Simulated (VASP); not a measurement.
# ZnB6 (Pm-3m) in VASP: notebook, part 2 of 2

VASP 6.6.1.

**4. Relaxation of cell and atoms, PBE**

Input file INCAR:

```
SYSTEM = ZnB6
  PREC = Accurate
  ENCUT = 500
  EDIFF = 1E-7
  ISMEAR = 0
  SIGMA = 0.1
  LREAL = .False.
  LASPH = .True.
  NELM = 120
  ALGO = Normal
  ISIF = 3
  LWAVE = .False.
  LCHARG = .False.
  GGA = PE
  IBRION = 2
  NSW = 90
  EDIFFG = -0.04
  GGA_COMPAT = .False.
  NELMIN = 4
```

Input file KPOINTS:

```
regular mesh
0
Gamma
  4 4 4
  0 0 0
```

Input file POSCAR:

```
ZnB6
1.0
    3.9619376100      0.0000000000      0.0000000000
    0.0000000000      3.9619376100      0.0000000000
    0.0000000000      0.0000000000      3.9619376100
Zn B
1 6
Direct
    0.0000000000      0.0000000000      0.0000000000
    0.2070000000      0.5000000000      0.5000000000
    0.5000000000      0.2070000000      0.5000000000
    0.7930000000      0.5000000000      0.5000000000
    0.5000000000      0.7930000000      0.5000000000
    0.5000000000      0.5000000000      0.2070000000
    0.5000000000      0.5000000000      0.7930000000
```

Potentials or basis: VASP PAW PBE potentials, release 64 (Zn, B).

On the command line:

```
$ cat potpaw_PBE.64/Zn/POTCAR potpaw_PBE.64/B/POTCAR > POTCAR
$ mpirun -np 1 vasp_std > vasp.out
```

OUTCAR:

```text
SYSTEM = ZnB6
   PREC = Accurate
   ENCUT = 500
   EDIFF = 1E-7
   ISMEAR = 0
   LREAL = .False.
   LASPH = .True.
   NELM = 120
   ISIF = 3
   GGA = PE
   IBRION = 2
   NSW = 90
   EDIFFG = -0.04
   NELMIN = 4

 ion  position               nearest neighbor table
   1  0.000  0.000  0.000-
   2  0.207  0.500  0.500-   4 1.64   3 1.64   5 1.64   6 1.64   7 1.64
   3  0.500  0.207  0.500-   5 1.64   4 1.64   2 1.64   6 1.64   7 1.64
   4  0.793  0.500  0.500-   2 1.64   3 1.64   5 1.64   6 1.64   7 1.64
   5  0.500  0.793  0.500-   3 1.64   2 1.64   4 1.64   6 1.64   7 1.64
   6  0.500  0.500  0.207-   7 1.64   3 1.64   4 1.64   5 1.64   2 1.64
   7  0.500  0.500  0.793-   6 1.64   3 1.64   4 1.64   5 1.64   2 1.64

  LATTYP: Found a simple cubic cell.
 ALAT       =     3.9619376100

  Lattice vectors:

 A1 = (   3.9619376100,   0.0000000000,   0.0000000000)
 A2 = (   0.0000000000,   3.9619376100,   0.0000000000)
 A3 = (   0.0000000000,   0.0000000000,   3.9619376100)

Analysis of symmetry for initial positions (statically):
=====================================================================
 Subroutine PRICEL returns:
 Original cell was already a primitive cell.

 Routine SETGRP: Setting up the symmetry group for a
 simple cubic supercell.

 Subroutine GETGRP returns: Found 48 space group operations
 (whereof 48 operations were pure point group operations)
 out of a pool of 48 trial point group operations.

The static configuration has the point symmetry O_h .

Analysis of symmetry for dynamics (positions and initial velocities):
=====================================================================
 Subroutine PRICEL returns:
 Original cell was already a primitive cell.

 Routine SETGRP: Setting up the symmetry group for a
 simple cubic supercell.

 Subroutine GETGRP returns: Found 48 space group operations
 (whereof 48 operations were pure point group operations)
 out of a pool of 48 trial point group operations.

The dynamic configuration has the point symmetry O_h .

 Subroutine INISYM returns: Found 48 space group operations
 (whereof 48 operations are pure point group operations),
 and found     1 'primitive' translations

----------------------------------------------------------------------------------------

                                     Primitive cell

  volume of cell :      62.1903

  direct lattice vectors                    reciprocal lattice vectors
     3.961937610  0.000000000  0.000000000     0.252401753  0.000000000  0.000000000
     0.000000000  3.961937610  0.000000000     0.000000000  0.252401753  0.000000000
     0.000000000  0.000000000  3.961937610     0.000000000  0.000000000  0.252401753

  length of vectors
     3.961937610  3.961937610  3.961937610     0.252401753  0.252401753  0.252401753

  position of ions in fractional coordinates (direct lattice)
     0.000000000  0.000000000  0.000000000
     0.207000000  0.500000000  0.500000000
     0.500000000  0.207000000  0.500000000
     0.793000000  0.500000000  0.500000000
     0.500000000  0.793000000  0.500000000
     0.500000000  0.500000000  0.207000000
     0.500000000  0.500000000  0.793000000

  ion indices of the primitive-cell ions
   primitive index   ion index
                 1           1
                 2           2
                 3           3
                 4           4
                 5           5
                 6           6
                 7           7

----------------------------------------------------------------------------------------

 KPOINTS: regular mesh

Automatic generation of k-mesh.
 Grid dimensions read from file:
 generate k-points for:    4    4    4

 Generating k-lattice:

  Cartesian coordinates                     Fractional coordinates (reciprocal lattice)
     0.063100438  0.000000000  0.000000000     0.250000000  0.000000000  0.000000000
     0.000000000  0.063100438  0.000000000     0.000000000  0.250000000  0.000000000
     0.000000000  0.000000000  0.063100438     0.000000000  0.000000000  0.250000000

  Length of vectors
     0.063100438  0.063100438  0.063100438

  Shift w.r.t. Gamma in fractional coordinates (k-lattice)
     0.000000000  0.000000000  0.000000000

 Subroutine IBZKPT returns following result:
 ===========================================

 Found     10 irreducible k-points:

 Following reciprocal coordinates:
            Coordinates               Weight
  0.000000  0.000000  0.000000      1.000000
  0.250000  0.000000  0.000000      6.000000
  0.500000  0.000000  0.000000      3.000000
  0.250000  0.250000  0.000000     12.000000
  0.500000  0.250000  0.000000     12.000000
  0.500000  0.500000  0.000000      3.000000
  0.250000  0.250000  0.250000      8.000000
  0.500000  0.250000  0.250000     12.000000
  0.500000  0.500000  0.250000      6.000000
  0.500000  0.500000  0.500000      1.000000
   k-points           NKPTS =     10   k-points in BZ     NKDIM =     10   number of bands    NBANDS=     19
   number of dos      NEDOS =    301   number of ions     NIONS =      7
   total plane-waves  NPLWV =  27000
   dimension x,y,z NGX =    30 NGY =   30 NGZ =   30
   dimension x,y,z NGXF=    60 NGYF=   60 NGZF=   60
   ions per type =               1   6
   NGX,Y,Z   is equivalent  to a cutoff of  12.59, 12.59, 12.59 a.u.
   NGXF,Y,Z  is equivalent  to a cutoff of  25.18, 25.18, 25.18 a.u.
 SYSTEM =  ZnB6
   PREC   = accura    normal or accurate (medium, high low for compatibility)
   ISTART =      0    job   : 0-new  1-cont  2-samecut
   ICHARG =      2    charge: 1-file 2-atom 10-const
   ISPIN  =      1    spin polarized calculation?
   LNONCOLLINEAR =      F non collinear calculations
   LSORBIT =      F    spin-orbit coupling
   LASPH  =      T    aspherical Exc in radial PAW
   ENCUT  =  500.0 eV  36.75 Ry    6.06 a.u.   7.22  7.22  7.22*2*pi/ulx,y,z
   NELM   =    120;   NELMIN=  4; NELMDL= -5     # of ELM steps
   EDIFF  = 0.1E-06   stopping-criterion for ELM
   LREAL  =      F    real-space projection
   EDIFFG = -.4E-01   stopping-criterion for IOM
   NSW    =     90    number of steps for IOM
   IBRION =      2    ionic relax: 0-MD 1-quasi-New 2-CG
   NFREE  =      1    steps in history (QN), initial steepest desc. (CG)
   ISIF   =      3    stress and relaxation
   ISYM   =      2    0-nonsym 1-usesym 2-fastsym
   POTIM  = 0.5000    time-step for ionic-motion
   TEBEG  =    0.0;   TEEND  =   0.0 temperature during run
   PSTRESS=    0.0 pullay stress
   NELECT =      30.0000    total number of electrons
   NUPDOWN=      -1.0000    fix difference up-down
   EMIN   =  10.00;   EMAX   =-10.00  energy-range for DOS
   EFERMI =   0.00;   METHOD = LEGACY
   ISMEAR =     0;   SIGMA  =   0.10  broadening in eV -4-tet -1-fermi 0-gaus
   EFERMI_NEDOS =   21; number of points for ismear=-14 and -15
   IALGO  =     38    algorithm
   IMIX   =      4    mixing-type and parameters
     AMIX     =   0.40;   BMIX     =  1.00
     AMIX_MAG =   1.60;   BMIX_MAG =  1.00
  volume/ion in A,a.u.               =       8.88        59.95
  Fermi-wavevector in a.u.,A,eV,Ry     =   1.283929  2.426274 22.428840  1.648473
  Thomas-Fermi vector in A             =   2.416153
   LORBIT       =      0    0 simple, 1 ext, 2 COOP (PROOUT), +10 PAW based schemes
   GGA     = PE    functional components
   LHFCALC =     F    Hartree Fock is set to
   AEXX    =    0.0000 exact exchange contribution
   IVDW    =     0    specifies the selected vdW correction
   LEPSILON=     F    determine dielectric tensor
   LRPA    =     F    only Hartree local field effects (RPA)
 conjugate gradient relaxation of ions
 non-spin polarized calculation
 Gauss-broadening in eV      SIGMA  =   0.10
  energy-cutoff  :      500.00
  volume of cell :       62.19
 maximum number of plane-waves:      1596
 NGX is ok and might be reduce to    30
   NGX = 15   NGY = 15   NGZ = 15

--------------------------------------- Ionic step        1  -------------------------------------------

 number of electron      30.0000025 magnetization

 Free energy of the ion-electron system (eV)
  ---------------------------------------------------
  ext. energy  EPLUGINS =         0.00000000
  ---------------------------------------------------
  free energy    TOTEN  =       -37.92807732 eV

  energy without entropy =      -37.92180349  energy(sigma->0) =      -37.92494040

------------------------ aborting loop because EDIFF is reached ----------------------------------------

  FORCE on cell =-STRESS in cart. coord.  units (eV):
  Direction    XX          YY          ZZ          XY          YZ          ZX
  --------------------------------------------------------------------------------------
  -------------------------------------------------------------------------------------
  Total       10.1428641     10.1428641     10.1428641     -0.0000000     -0.0000000      0.0000000
  in kB      261.3053441    261.3053441    261.3053441     -0.0000000     -0.0000000      0.0000000
  external PRESSURE =     261.3053441 kB  Pullay stress =       0.0000000 kB
[... 313 lines left out ...]
  energy  without entropy=      -38.8571601028  energy(sigma->0) =      -38.85966415

--------------------------------------- Ionic step        9  -------------------------------------------

 number of electron      29.9999956 magnetization

 Free energy of the ion-electron system (eV)
  ---------------------------------------------------
  ext. energy  EPLUGINS =         0.00000000
  ---------------------------------------------------
  free energy    TOTEN  =       -38.86544343 eV

  energy without entropy =      -38.86034389  energy(sigma->0) =      -38.86289366

 E-fermi :   3.0858     XC(G=0): -10.6109

 val. band max:        2.9102635175   @ k =   0.5000   0.5000   0.2500
 cond. band min:       3.1150406723   @ k =   0.2500   0.0000   0.0000
 fundamental gap:      0.2047771547
 Fermi energy:         3.0858454100

 k-point     1 :       0.0000    0.0000    0.0000
  band No.  band energies     occupation
      1     -10.9786      2.00000
      2      -3.9111      2.00000
      3      -3.9111      2.00000
      4      -3.8395      2.00000
      5      -3.7727      2.00000
      6      -3.7727      2.00000
[... 11 lines left out ...]
     18       6.5364      0.00000
     19       6.5364      0.00000
[... 230 lines left out ...]
  FREE ENERGIE OF THE ION-ELECTRON SYSTEM (eV)
  ---------------------------------------------------
  free  energy   TOTEN  =       -38.8654434259 eV

  energy  without entropy=      -38.8603438856  energy(sigma->0) =      -38.86289366

 reached required accuracy - stopping structural energy minimisation
```

Run time: 84 s. Hardware: 1 thread of Intel Xeon 6975P-C, shared host; peak memory 0.17 GiB.

What came out:

* Free energy: -38.8654 eV
* Relaxed volume: 10.06 Å³/atom
* Relaxed cell: a = 4.129 Å, b = 4.129 Å, c = 4.129 Å, α = 90.00°, β = 90.00°, γ = 90.00°
* Space group after relaxing (to 0.05 Å): Pm-3m (No. 221)
* Energy gained by relaxing: 133.9 meV/atom
* Ionic steps: 9
* Pressure after relaxing: 0.2 GPa
* Largest force after relaxing: 0.018 eV/Å
* Band gap on the k mesh: zero (band 15 reaches 3.71 eV, above the bottom of band 16 at 2.41 eV)

Forces on the atoms (eV/Å):
```
Zn   0.000  0.000  0.000
B    0.018  0.000  0.000
B    0.000  0.018  0.000
B   -0.018  0.000  0.000
B    0.000 -0.018  0.000
B    0.000  0.000  0.018
B    0.000  0.000 -0.018
```

The path:
```tsv
step	energy change (eV)	largest force (eV/Å)	pressure (GPa)	volume (Å³)
1	0.0000	3.5129	26.13	62.19
2	3.8885	11.7313	3.25	76.17
3	-0.6922	1.5491	10.86	65.72
4	-0.7031	1.1374	11.98	65.36
5	-0.8904	0.1701	-4.97	73.30
6	-0.9364	0.1465	-0.41	70.68
7	-0.9363	0.1615	-0.19	70.57
8	-0.9341	0.2412	0.97	70.15
9	-0.9374	0.0182	0.22	70.42
```

Final structure:
```
Zn B
1.0
     4.12948    0.00000    0.00000
     0.00000    4.12948    0.00000
     0.00000    0.00000    4.12948
Zn B
1 6
Direct
  0.00000 0.00000 0.00000
  0.19874 0.50000 0.50000
  0.50000 0.19874 0.50000
  0.80126 0.50000 0.50000
  0.50000 0.80126 0.50000
  0.50000 0.50000 0.19874
  0.50000 0.50000 0.80126
```

Caveat: the k points lie up to 0.38 Å⁻¹ apart in the final cell.

**5. Summary**

```csv
task,cell,gap on the mesh (eV),pressure (GPa),largest force (eV/Å)
single point,"a = 3.962 Å, 7 atoms",none,26.1,3.51
single point,"a = 4.128 Å, 7 atoms",none,0.4,0.01
relaxation of cell and atoms,"relaxed from a = 3.962 Å, 7 atoms",none,0.2,0.02
```

Alike in all rows: level PBE; potentials or basis VASP PAW PBE potentials, release 64 (Zn, B); no spin polarisation; k mesh 4 × 4 × 4; cutoff (eV) 500; smearing gaussian 0.1 eV.

Caveats: all runs use coarse meshes; forces of over 1 eV/Å act on the atoms, so gaps and moduli don't describe the material at rest (some runs).

Total energies depend on the potentials used, so only differences within one code and one set of settings carry meaning.
